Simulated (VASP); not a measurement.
A run of VASP 6.6.1 is set up as follows.

File INCAR:

```
SYSTEM = Si16Ge
PREC     = Accurate       ! precision mode
ENCUT    = 520            ! plane-wave cutoff, eV
EDIFF    = 1E-6           ! SCF threshold, eV
ISMEAR   = 0              ! smearing method
SIGMA    = 0.05           ! smearing width, eV
LREAL    = Auto         
LASPH    = .True.         ! aspherical terms in the spheres
NELM     = 100            ! most SCF steps
ALGO     = Normal         ! electronic algorithm
ISIF     = 2              ! what is computed and relaxed
LWAVE    = .False.        ! write WAVECAR
LCHARG   = .True.         ! write CHGCAR
GGA      = PE             ! functional
LELF     = .True.         ! ELF
LVHAR    = .True.       
NBANDS   = 53             ! bands
```

File KPOINTS:

```
regular mesh
0
Gamma
  1 1 1
  0 0 0
```

File POSCAR:

```
Si16Ge
1.0
    0.0000000000      5.4300000000      5.4300000000
    5.4300000000      0.0000000000      5.4300000000
    5.4300000000      5.4300000000      0.0000000000
Si Ge
16 1
Direct
    0.0115235727     -0.0348244936      0.0102974217
    0.1587786372      0.1130744015      0.1143513812
    0.0177201657     -0.0023645488      0.4862231123
    0.1268076427      0.1066676796      0.6383433702
    0.0114999079      0.5120024862      0.0103960405
    0.1014673112      0.6018332413      0.1940354512
   -0.0250612339      0.4753275322      0.5738043278
    0.1268629834      0.6274160221      0.6384605893
    0.5223325046      0.0229196133     -0.0687126151
    0.6122879374      0.1129953039      0.1146146409
    0.4971244015     -0.0022899632      0.4865251381
    0.6489444751      0.1493638122      0.5517763352
    0.4647139963      0.5120598527      0.0101556169
    0.6123746777      0.6594282689      0.1144232965
    0.4970957643      0.5181349908      0.4863069982
    0.6063156538      0.6273392265      0.6381808471
    0.8120309392      0.3126990792      0.0616141805
```

Potentials or basis: VASP PAW PBE potentials, release 64 (Si, Ge_d).

Run with:

```console
$ cat potpaw_PBE.64/Si/POTCAR potpaw_PBE.64/Ge_d/POTCAR > POTCAR
$ mpirun -np 1 vasp_gam > vasp.out
```

Predict the largest force.

1.301 eV/Å.

What does it give for the pressure?

11.0 GPa.

Estimate the band gap on the k mesh.

0.31 eV.

Forces on the atoms (eV/Å):
```
Si   1.182 -0.383  0.383
Si   0.372 -1.180 -0.377
Si  -0.222 -0.154  0.228
Si   0.150  0.231 -0.223
Si  -0.374 -0.377 -1.176
Si  -0.076 -0.073  0.066
Si   0.286  0.283 -0.285
Si   0.222  0.227 -0.155
Si   0.078  0.070 -0.074
Si   0.377  0.381  1.178
Si  -0.231 -0.229  0.148
Si  -0.287 -0.287  0.281
Si  -0.381  1.176  0.386
Si  -1.185  0.377 -0.381
Si  -0.150 -0.222  0.231
Si   0.232  0.150 -0.228
Ge   0.008  0.011 -0.004
```

Caveat: the k points lie up to 1.00 Å⁻¹ apart.
